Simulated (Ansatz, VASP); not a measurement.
SrTe: VASP beside Ansatz

```
Sr Te
1.0
     0.00000    3.28770    3.28770
     3.28770    0.00000    3.28770
     3.28770    3.28770    0.00000
Sr Te
1 1
Direct
  0.50000 0.50000 0.50000
  0.00000 0.00000 0.00000
```

Alike in both runs: task single point; functional PBE; dispersion D3(BJ); k mesh 6 × 6 × 6; occupations gaussian, width 0.05 eV; no spin polarisation.

```csv
,VASP,Ansatz
version,VASP 6.6.1,Ansatz 0.2.0
potentials or method,"VASP PAW PBE potentials, release 64 (Sr_sv, Te), cutoff 500 eV","scalar-relativistic, plane waves, PAW"
valence electrons in the cell,16,26
```

|  | VASP | Ansatz | Ansatz less VASP |
| --- | --- | --- | --- |
| gap on the k mesh at the Fermi level (eV) | 1.59 | 1.62 | +0.027 |
| least direct gap on the mesh (eV) | 2.36 | 2.38 | +0.019 |
| pressure (GPa) | 0.8 | 0.7 | -0.11 |

VASP's potentials hold 16 valence electrons a cell and Ansatz's 26, so a difference there can come from the potentials and not from the codes.

Neither program's run includes spin-orbit coupling.
